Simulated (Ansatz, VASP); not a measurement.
# BaCa2: VASP beside Ansatz

```
Ba Ca
1.0
    -2.09906    2.09906    5.14925
     2.09906   -2.09906    5.14925
     2.09906    2.09906   -5.14925
Ba Ca
1 2
Direct
  0.00000 0.00000 0.00000
  0.66500 0.66500 0.00000
  0.33500 0.33500 0.00000
```

Alike in both runs: task relaxation of cell and atoms; functional PBE; k mesh 6 × 6 × 6; occupations gaussian, width 0.1 eV; no spin polarisation.

|  | VASP | Ansatz |
| --- | --- | --- |
| version | VASP 6.6.1 | Ansatz 0.2.0 |
| potentials or method | VASP PAW PBE potentials, release 64 (Ba_sv, Ca_sv), cutoff 600 eV | scalar-relativistic, plane waves, PAW |
| valence electrons in the cell | 30 | 30 |

VASP gave:

```
gap on the k mesh at the Fermi level, each at its own relaxed structure (eV) : none
relaxed volume (Å³/atom)                                                     : 49.32
relaxed length of the cell vector where the two differ most in proportion (Å)              : 7.658
```

Q: What did Ansatz give for the same quantities?

A: gap on the k mesh at the Fermi level, each at its own relaxed structure (eV): none; relaxed volume (Å³/atom): 49.05; relaxed length of the cell vector where the two differ most in proportion (Å): 7.381.

A gap of «none» marks a metal or a gap that the smearing closes.

Spin-orbit coupling is off throughout. Noted on VASP's run: the volume moved by over 15 % at a fixed basis, so the end points are rough.
